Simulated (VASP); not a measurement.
Runs of VASP 6.6.1 on AgCl. The structure is that of space group Cmcm (No. 63), or close to it. The cells are those of the table. 

| task | cell | gap on the mesh (eV) | pressure (GPa) | largest force (eV/Å) |
| --- | --- | --- | --- | --- |
| electric field gradients | a = 5.863, b = 5.863, c = 4.003 Å, angles 90.0, 90.0, 142.8°, 4 atoms | 0.34 | -4.0 | 0.05 |
| single point | a = 5.863, b = 5.863, c = 4.003 Å, angles 90.0, 90.0, 142.8°, 4 atoms | 0.34 | -4.0 | 0.05 |
| single point | a = 5.863, b = 5.863, c = 3.806 Å, angles 90.0, 90.0, 142.8°, 4 atoms | 0.33 | -1.2 | 0.04 |
| electric field gradients | a = 5.746, b = 5.746, c = 3.924 Å, angles 90.0, 90.0, 142.8°, 4 atoms | 0.34 | -1.0 | 0.05 |
| single point | a = 5.863, b = 5.863, c = 3.885 Å, angles 90.0, 90.0, 142.8°, 4 atoms | 0.33 | (a) | 0.03 |
| electric field gradients | a = 5.863, b = 5.863, c = 3.924 Å, angles 90.0, 90.0, 142.8°, 4 atoms | 0.33 | -3.0 | 0.03 |

Alike in all rows: level PBEsol; potentials or basis VASP PAW PBE potentials, release 64 (Ag, Cl); no spin polarisation; k mesh 9 × 9 × 8; cutoff (eV) 520; smearing fermi-dirac 0.03 eV.

Problem. Estimate the missing entries.

Solution. (a) -2.4.

Caveats: the PAW data sets were made with another functional, which shifts forces and pressure a little; an odd mesh through Γ misses points on the zone boundary, where band edges can lie; the cell stands under tension (at least some runs).

A k mesh can miss the band edges, and the runs leave out spin-orbit coupling on Ag.
